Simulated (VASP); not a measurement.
**B4Pb5O11: single point with PBE**

System: B4Pb5O11.

```
Pb O B
1.0
     6.96100   -0.17027   -0.29950
    -0.17027    6.79691   -0.04644
    -0.29950   -0.04644    6.97123
Pb O B
5 11 4
Direct
  0.58991 0.25561 0.19898
  0.42458 0.64563 0.44516
  0.19482 0.28369 0.97994
  0.77355 0.52567 0.83533
  0.95826 0.90157 0.46123
  0.25443 0.36220 0.31350
  0.07159 0.63025 0.00609
  0.60905 0.13992 0.86063
  0.91333 0.96342 0.89143
  0.68088 0.09214 0.52705
  0.08223 0.50859 0.56130
  0.12795 0.14566 0.56317
  0.17816 0.95431 0.15709
  0.69527 0.55495 0.16786
  0.60625 0.77196 0.80449
  0.47340 0.37209 0.65719
  0.08011 0.81759 0.03095
  0.57352 0.19963 0.66759
  0.70969 0.95368 0.84393
  0.14942 0.31890 0.48864
```

| Property | Result |
| --- | --- |
| Program | VASP 6.6.1 |
| Task | single point |
| Functional | PBE |
| Potentials or basis | VASP PAW PBE potentials, release 64 (Pb_d, O, B) |
| Cutoff | 520 eV |
| k mesh | 1 × 1 × 1 |
| Occupations | fermi-dirac, width 0.1172 eV |
| Spin | no spin polarisation |
| Dipole correction | no |
| Further INCAR settings | LREAL = Auto; ALGO = Normal; EDIFF = 1e-07; NBANDS = 90; ISYM = 0 |

| Property | Result |
| --- | --- |
| Pressure | -1.1 GPa |
| Largest force | 5.428 eV/Å |

Forces in eV/Å, atoms in the order of the input:
```
Pb   0.918 -0.736  1.409
Pb  -0.848  0.099  0.120
Pb  -1.017 -0.044 -0.375
Pb   1.054 -0.926  0.771
Pb  -0.628 -1.718 -0.480
O   -0.386 -0.617 -0.155
O    0.555 -0.718 -0.192
O    0.833 -2.625 -0.821
O   -0.504 -0.576  0.433
O   -2.441  2.226  1.799
O    1.605 -2.337 -0.671
O    0.565 -0.259  1.173
O   -0.893 -0.985 -1.149
O   -0.697 -0.462  0.431
O   -0.170  3.691 -0.130
O    0.716 -1.399 -0.780
B   -0.043  3.171  0.972
B    1.077  0.182 -1.957
B    0.444 -1.354  0.240
B   -0.143  5.388 -0.640
```

Stress tensor (GPa, compression positive):
```
-0.22  2.65  3.88
 2.65 -1.63 -1.37
 3.88 -1.37 -1.46
```

Levels at points of the mesh, in eV from the Fermi level:
| k point | band 72 | band 73 | band 74 | band 75 | band 76 | band 77 |
| --- | --- | --- | --- | --- | --- | --- |
| (0.00, 0.00, 0.00) | -1.49 | -1.24 | -0.76 | 0.76 | 1.64 | 2.24 |

Run time: 2 min on 1 thread of Intel Xeon 8259CL (shared host), peak memory 0.37 GiB.

Caveat: the k points lie up to 0.93 Å⁻¹ apart; the atoms stand as in a frame of molecular dynamics; spin-orbit coupling is left out, which moves the levels of the heavy elements.
